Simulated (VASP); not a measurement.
# Ni2N (Fd-3m) in VASP: further runs

The runs below take Ni2N through single point, relaxation of cell and atoms, with PBE.

Everything below comes from runs of VASP 6.6.1. Logs are shortened: lines on timing, memory, paths and dates and some standing lists are left out, and cuts for length are marked.

### Step 1. The cell of the first run

It takes space group Fd-3m (No. 227, cubic). The conventional cell has a = 6.415 Å, b = 6.415 Å, c = 6.415 Å, α = 90.00°, β = 90.00°, γ = 90.00°. Ni (site symmetry -3m) has 6 Ni at 2.27 Å and 6 N at 2.66 Å within 3.0 Å. N (site symmetry -43m) has 12 Ni at 2.66 Å and 4 N at 2.78 Å within 3.5 Å.

### Step 2. Single point, PBE

File INCAR:

```
SYSTEM = Ni2N
PREC = Accurate
ENCUT = 520
EDIFF = 1E-6
ISMEAR = 0
SIGMA = 0.1
LREAL = .FALSE.
LASPH = .TRUE.
NELM = 60
ALGO = Normal
ISIF = 2
LWAVE = .FALSE.
LCHARG = .FALSE.
GGA = PE
NBANDS = 34
```

File KPOINTS:

```
regular mesh
0
G
  6 6 6
  0 0 0
```

File POSCAR:

```
Ni2N
1.0
    0.0000000000      3.2075692398      3.2075692398
    3.2075692398      0.0000000000      3.2075692398
    3.2075692398      3.2075692398      0.0000000000
Ni N
4 2
Direct
    0.6250000000      0.6250000000      0.6250000000
    0.1250000000      0.6250000000      0.6250000000
    0.6250000000      0.6250000000      0.1250000000
    0.6250000000      0.1250000000      0.6250000000
    0.0000000000      0.0000000000      0.0000000000
    0.2500000000      0.2500000000      0.2500000000
```

Potentials or basis: VASP PAW PBE potentials, release 64 (Ni, N).

On the command line:

```bash
> cat potpaw_PBE.64/Ni/POTCAR potpaw_PBE.64/N/POTCAR > POTCAR
> mpirun -np 1 vasp_std > vasp.out
```

OUTCAR:

```text
SYSTEM = Ni2N
   PREC = Accurate
   ENCUT = 520
   EDIFF = 1E-6
   ISMEAR = 0
   LREAL = .FALSE.
   LASPH = .TRUE.
   NELM = 60
   ISIF = 2
   GGA = PE

 ion  position               nearest neighbor table
   1  0.625  0.625  0.625-   2 2.27   3 2.27   4 2.27   3 2.27   4 2.27   2 2.27
   2  0.125  0.625  0.625-   1 2.27   3 2.27   4 2.27   1 2.27   3 2.27   4 2.27
   3  0.625  0.625  0.125-   1 2.27   1 2.27   2 2.27   4 2.27   4 2.27   2 2.27
   4  0.625  0.125  0.625-   1 2.27   3 2.27   1 2.27   2 2.27   3 2.27   2 2.27
   5  0.000  0.000  0.000-
   6  0.250  0.250  0.250-

  LATTYP: Found a face centered cubic cell.
 ALAT       =     6.4151384796

  Lattice vectors:

 A1 = (   0.0000000000,   3.2075692398,   3.2075692398)
 A2 = (   3.2075692398,   0.0000000000,   3.2075692398)
 A3 = (   3.2075692398,   3.2075692398,   0.0000000000)

Analysis of symmetry for initial positions (statically):
=====================================================================
 Subroutine PRICEL returns:
 Original cell was already a primitive cell.

 Routine SETGRP: Setting up the symmetry group for a
 face centered cubic supercell.

 Subroutine GETGRP returns: Found 48 space group operations
 (whereof 24 operations were pure point group operations)
 out of a pool of 48 trial point group operations.

The static configuration has the point symmetry T_d .
 The point group associated with its full space group is O_h .

Analysis of symmetry for dynamics (positions and initial velocities):
=====================================================================
 Subroutine PRICEL returns:
 Original cell was already a primitive cell.

 Routine SETGRP: Setting up the symmetry group for a
 face centered cubic supercell.

 Subroutine GETGRP returns: Found 48 space group operations
 (whereof 24 operations were pure point group operations)
 out of a pool of 48 trial point group operations.

The dynamic configuration has the point symmetry T_d .
 The point group associated with its full space group is O_h .

 Subroutine INISYM returns: Found 48 space group operations
 (whereof 24 operations are pure point group operations),
 and found     1 'primitive' translations

----------------------------------------------------------------------------------------

                                     Primitive cell

  volume of cell :      66.0022

[... 88 lines left out ...]
   LREAL  =      F    real-space projection
   EDIFFG = 0.1E-04   stopping-criterion for IOM
   NSW    =      0    number of steps for IOM
   IBRION =     -1    ionic relax: 0-MD 1-quasi-New 2-CG
   NFREE  =      0    steps in history (QN), initial steepest desc. (CG)
   ISIF   =      2    stress and relaxation
   ISYM   =      2    0-nonsym 1-usesym 2-fastsym
   POTIM  = 0.5000    time-step for ionic-motion
   TEBEG  =    0.0;   TEEND  =   0.0 temperature during run
   PSTRESS=    0.0 pullay stress
   NELECT =      50.0000    total number of electrons
   NUPDOWN=      -1.0000    fix difference up-down
   EMIN   =  10.00;   EMAX   =-10.00  energy-range for DOS
   EFERMI =   0.00;   METHOD = LEGACY
   ISMEAR =     0;   SIGMA  =   0.10  broadening in eV -4-tet -1-fermi 0-gaus
   EFERMI_NEDOS =   21; number of points for ismear=-14 and -15
   IALGO  =     38    algorithm
   IMIX   =      4    mixing-type and parameters
     AMIX     =   0.40;   BMIX     =  1.00
     AMIX_MAG =   1.60;   BMIX_MAG =  1.00
  volume/ion in A,a.u.               =      11.00        74.23
  Fermi-wavevector in a.u.,A,eV,Ry     =   1.492378  2.820185 30.302782  2.227192
  Thomas-Fermi vector in A             =   2.604913
   LORBIT       =      0    0 simple, 1 ext, 2 COOP (PROOUT), +10 PAW based schemes
   GGA     = PE    functional components
   LHFCALC =     F    Hartree Fock is set to
   AEXX    =    0.0000 exact exchange contribution
   IVDW    =     0    specifies the selected vdW correction
   LEPSILON=     F    determine dielectric tensor
   LRPA    =     F    only Hartree local field effects (RPA)
 non-spin polarized calculation
 Gauss-broadening in eV      SIGMA  =   0.10
  energy-cutoff  :      520.00
  volume of cell :       66.00
 maximum number of plane-waves:      1807
 NGX is ok and might be reduce to    36
   NGX = 17   NGY = 17   NGZ = 17

 number of electron      50.0000008 magnetization

 Free energy of the ion-electron system (eV)
  ---------------------------------------------------
  ext. energy  EPLUGINS =         0.00000000
  ---------------------------------------------------
  free energy    TOTEN  =       -27.46592873 eV

  energy without entropy =      -27.41505635  energy(sigma->0) =      -27.44049254

 E-fermi :   6.6660     XC(G=0): -12.2792

 val. band max:        6.6573775950   @ k =   0.1667   0.0000   0.0000
 cond. band min:       6.6784488860   @ k =   0.5000   0.3333   0.1667
 fundamental gap:      0.0210712910
 Fermi energy:         6.6659897373

 k-point     1 :       0.0000    0.0000    0.0000
  band No.  band energies     occupation
      1      -7.6856      2.00000
      2      -5.2585      2.00000
      3       0.2343      2.00000
      4       2.3231      2.00000
      5       2.3231      2.00000
      6       2.3231      2.00000
[... 581 lines left out ...]
     33      15.1548      0.00000
     34      15.1548      0.00000

------------------------ aborting loop because EDIFF is reached ----------------------------------------

  FORCE on cell =-STRESS in cart. coord.  units (eV):
  Direction    XX          YY          ZZ          XY          YZ          ZX
  --------------------------------------------------------------------------------------
  -------------------------------------------------------------------------------------
  Total        0.0076516      0.0076516      0.0076516      0.0000000     -0.0000000      0.0000000
  in kB        0.1857405      0.1857405      0.1857405      0.0000000     -0.0000000      0.0000000
  external PRESSURE =       0.1857405 kB  Pullay stress =       0.0000000 kB

 VOLUME and BASIS-vectors are now :
 -----------------------------------------------------------------------------
  energy-cutoff  :      520.00
  volume of cell :       66.00
      direct lattice vectors                 reciprocal lattice vectors
     0.000000000  3.207569240  3.207569240    -0.155881280  0.155881280  0.155881280
     3.207569240  0.000000000  3.207569240     0.155881280 -0.155881280  0.155881280
     3.207569240  3.207569240  0.000000000     0.155881280  0.155881280 -0.155881280

 POSITION                                       TOTAL-FORCE (eV/Angst)
 -----------------------------------------------------------------------------------
      4.00946      4.00946      4.00946         0.000000     -0.000000     -0.000000
      4.00946      2.40568      2.40568         0.000000     -0.000000     -0.000000
      2.40568      2.40568      4.00946         0.000000     -0.000000     -0.000000
      2.40568      4.00946      2.40568         0.000000     -0.000000     -0.000000
      0.00000      0.00000      0.00000         0.000000      0.000000      0.000000
      1.60378      1.60378      1.60378        -0.000000     -0.000000     -0.000000
 -----------------------------------------------------------------------------------
    total drift:                                0.000000      0.000000      0.000000

  FREE ENERGIE OF THE ION-ELECTRON SYSTEM (eV)
  ---------------------------------------------------
  free  energy   TOTEN  =       -27.4659287304 eV

  energy  without entropy=      -27.4150563529  energy(sigma->0) =      -27.44049254
```

Run time: 39 s. Hardware: 1 thread of AMD EPYC 9R45 (Zen 5), shared host; peak memory 0.18 GiB.

Results:

* Free energy: -27.4659 eV
* Pressure: 0.0 GPa
* Band gap on the k mesh: zero (band 25 reaches 6.96 eV, above the bottom of band 26 at 6.56 eV)

Caveat: the run has no spin polarisation, though such a crystal can be magnetic. With open d or f shells a metallic result of PBE can be an artefact of self-interaction; +U or a hybrid may open a gap.

### Step 3. Relaxation of cell and atoms, PBE

This run uses another cell than the first one, of 8.91 Å³/atom, 0.810 times its volume.

File INCAR:

```
PREC = Accurate ; ENCUT = 600
EDIFF = 1E-6 ; ISMEAR = 0
SIGMA = 0.1 ; LREAL = False
LASPH = True ; NELM = 80
ALGO = Normal ; ISIF = 3
LWAVE = False ; LCHARG = False
GGA = PE ; IBRION = 2
NSW = 90 ; EDIFFG = -0.04
```

File KPOINTS:

```
Automatic mesh
0
Gamma
  6 6 6
```

Edit POSCAR of step 2 so:

```diff
@@ -2,5 +2,5 @@
 1.0
-    0.0000000000      3.2075692398      3.2075692398
-    3.2075692398      0.0000000000      3.2075692398
-    3.2075692398      3.2075692398      0.0000000000
+    0.0000000000      2.9902099065      2.9902099065
+    2.9902099065      0.0000000000      2.9902099065
+    2.9902099065      2.9902099065      0.0000000000
 Ni N
```

Potentials or basis: VASP PAW PBE potentials, release 64 (Ni, N).

On the command line:

```bash
> cat potpaw_PBE.64/Ni/POTCAR potpaw_PBE.64/N/POTCAR > POTCAR
> mpirun -np 1 vasp_std > vasp.out
```

It took 2 min on 1 thread of AMD EPYC 9R45 (Zen 5), shared host; peak memory 0.19 GiB.

It converged, with:

* Free energy: -27.4572 eV
* Relaxed volume: 10.99 Å³/atom
* Relaxed cell: a = 4.535 Å, b = 4.535 Å, c = 4.535 Å, α = 60.00°, β = 60.00°, γ = 60.00°
* Space group after relaxing (to 0.05 Å): Fd-3m (No. 227)
* Energy gained by relaxing: 283.6 meV/atom
* Ionic steps: 4
* Pressure after relaxing: 0.2 GPa
* Band gap on the k mesh: zero (band 25 reaches 6.97 eV, above the bottom of band 26 at 6.57 eV)

Step by step:
```csv
step,energy change (eV),largest force (eV/Å),pressure (GPa),volume (Å³)
1,0.0000,0.0000,52.98,53.47
2,-0.7275,0.0000,-19.18,79.68
3,-1.7011,0.0000,-0.61,66.22
4,-1.7015,0.0000,0.16,65.94
```

Final structure:
```xyz
6
Lattice="0.0000 3.2066 3.2066 3.2066 0.0000 3.2066 3.2066 3.2066 0.0000" Properties=species:S:1:pos:R:3 pbc="T T T"
Ni    4.0083    4.0083    4.0083
Ni    4.0083    2.4050    2.4050
Ni    2.4050    2.4050    4.0083
Ni    2.4050    4.0083    2.4050
N     0.0000    0.0000    0.0000
N     1.6033    1.6033    1.6033
```

Levels at points of the mesh, in eV from the Fermi level:
| k point | band 22 | band 23 | band 24 | band 25 | band 26 | band 27 | band 28 | band 29 |
| --- | --- | --- | --- | --- | --- | --- | --- | --- |
| (0.00, 0.00, 0.00) | -0.46 | -0.46 | 0.16 | 0.16 | 0.16 | 0.57 | 0.57 | 0.57 |
| (0.50, 0.00, 0.00) | -0.52 | -0.52 | -0.39 | -0.39 | 0.29 | 0.56 | 0.56 | 0.57 |
| (0.50, 0.50, 0.00) | -0.67 | -0.50 | -0.50 | 0.13 | 0.13 | 0.68 | 0.68 | 1.58 |

Caveat: the volume moved by over 15 % at a fixed basis, so the end points are rough; the run has no spin polarisation, though such a crystal can be magnetic. With open d or f shells a metallic result of PBE can be an artefact of self-interaction; +U or a hybrid may open a gap.
